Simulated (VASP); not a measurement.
Set up this calculation in VASP 6.6.1, as the native input.

```yaml
Task: single point
Functional: PBE
Potentials_or_basis: VASP PAW PBE potentials, release 64 (Rh_pv)
Cutoff: 520 eV
k_mesh: 23 × 23 × 23
Occupations: fermi-dirac, width 0.05 eV
Spin: collinear spin, ferromagnetic start
Starting_moments: "[1.0] μB"
Dipole_correction: no
Further_INCAR_settings: ALGO = Normal; EDIFF = 1e-07; NBANDS = 18
```

The structure of Rh lies in POSCAR:

```
Rh
1.0
    0.0000000000      1.9152218606      1.9152218606
    1.9152218606      0.0000000000      1.9152218606
    1.9152218606      1.9152218606      0.0000000000
Rh
1
Direct
    0.0000000000      0.0000000000      0.0000000000
```

The input as run:

INCAR

```
SYSTEM = Rh
ALGO = Normal ; EDIFF = 1E-7
ENCUT = 520 ; GGA = PE
ISIF = 2 ; ISMEAR = -1
ISPIN = 2 ; LASPH = .TRUE.
LCHARG = .TRUE. ; LELF = .TRUE.
LMAXMIX = 4 ; LORBIT = 11
LREAL = .FALSE. ; LVHAR = .TRUE.
LWAVE = .FALSE. ; MAGMOM = 1
NBANDS = 18 ; NELM = 150
PREC = Accurate ; SIGMA = 0.05
```

KPOINTS

```
k-points
0
G
  23 23 23
  0 0 0
```

Potentials or basis: VASP PAW PBE potentials, release 64 (Rh_pv).

The run is started by

```sh
$ cat potpaw_PBE.64/Rh_pv/POTCAR > POTCAR
$ mpirun -np 1 vasp_std > vasp.out
```

It gave:

| Item | Value |
| --- | --- |
| Pressure | 0.0 GPa |
| Net moment | 0.00 μB per cell |
| Valence electrons inside the program's atomic spheres | Rh 13.75 |

It took 2.3 min on 1 thread of Intel Xeon 8259CL, with other jobs on the host, peak memory 0.24 GiB.
